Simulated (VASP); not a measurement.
Here is a VASP 6.6.1 calculation.

The input INCAR:

```
SYSTEM = ZnO
ALGO = Normal ; EDIFF = 1E-7
ENCUT = 520 ; GGA = PE
ISIF = 2 ; ISMEAR = -1
LASPH = .True. ; LCHARG = .False.
LREAL = .False. ; LWAVE = .False.
NBANDS = 16 ; NELM = 100
PREC = Accurate ; SIGMA = 0.06122561905347299
```

File KPOINTS:

```
k-points
0
Gamma
  15 15 15
  0 0 0
```

File POSCAR:

```
ZnO
1.0
    0.0000000000      2.1928918071      2.1928918071
    2.1928918071      0.0000000000      2.1928918071
    2.1928918071      2.1928918071      0.0000000000
Zn O
1 1
Direct
    0.0000000000      0.0000000000      0.0000000000
    0.5000000000      0.5000000000      0.5000000000
```

Potentials or basis: VASP PAW PBE potentials, release 64 (Zn, O).

Run with:

```sh
$ cat potpaw_PBE.64/Zn/POTCAR potpaw_PBE.64/O/POTCAR > POTCAR
$ mpirun -np 1 vasp_std > vasp.out
```

**Question.** What does it give for the pressure?

**Answer.** -5.0 GPa.

**Question.** Estimate the band gap on the k mesh.

**Answer.** 0.57 eV, indirect (least direct gap 1.67 eV).

A k mesh can miss the band edges. PBE gaps usually lie below the measured ones, often by a third to a half.
